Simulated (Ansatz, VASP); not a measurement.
H in VASP and in Ansatz

File INCAR:

```
SYSTEM = H
  PREC = Accurate
  ENCUT = 400
  EDIFF = 1E-6
  ISMEAR = 0
  SIGMA = 0.005
  LREAL = .False.
  LASPH = .True.
  NELM = 200
  ALGO = Normal
  ISIF = 2
  LWAVE = .False.
  LCHARG = .False.
  ISPIN = 2
  MAGMOM = 1.1
  LORBIT = 11
  GGA = PE
  IVDW = 12
  NBANDS = 10
  GGA_COMPAT = .False.
  NELMDL = -8
```

The input KPOINTS:

```
regular mesh
0
Gamma
  1 1 1
  0 0 0
```

POSCAR

```
H
1.0
   10.5000000000      0.0000000000      0.0000000000
    0.0000000000     11.0000000000      0.0000000000
    0.0000000000      0.0000000000     11.5000000000
H
1
Direct
    0.5000000000      0.5045454500      0.5000000000
```

Input for Ansatz:

```yaml
crystal:
  lattice:
    - [10.5, 0.0, 0.0]
    - [0.0, 11.0, 0.0]
    - [0.0, 0.0, 11.5]
  atoms:
    - { symbol: H, position: [0.5, 0.50454545, 0.5], spin: 1.1 }
magnetization:
  spin_polarized: true
hamiltonian:
  xc: pbe
  dispersion: d3bj
kpoints:
  mp_grid: { grid: [1, 1, 1] }
scf:
  occupations: { method: gaussian, width: 0.005 }
  max_iter: 140
  lower_state_search: "off"
output:
  forces: true
basis:
  ecutwfc: 550
```

Alike in both runs: task single point; functional PBE; dispersion D3(BJ); k mesh 1 × 1 × 1; occupations gaussian, width 0.005 eV; collinear spin.

```csv
,VASP,Ansatz
version,VASP 6.6.1,Ansatz 0.2.0
potentials or method,"VASP PAW PBE potentials, release 64 (H), cutoff 400 eV","scalar-relativistic, plane waves, PAW"
valence electrons in the cell,1,1
```

|  | VASP | Ansatz | Ansatz less VASP |
| --- | --- | --- | --- |
| net moment per atom (μB) | 1.00 | 1.00 | 0.000 |
| size of the moment on the site where the two differ most (μB) | 0.38 | 1.00 | +0.619 |

Site moments also hang on the region over which each program counts them. Ansatz's warnings: stability check not made.
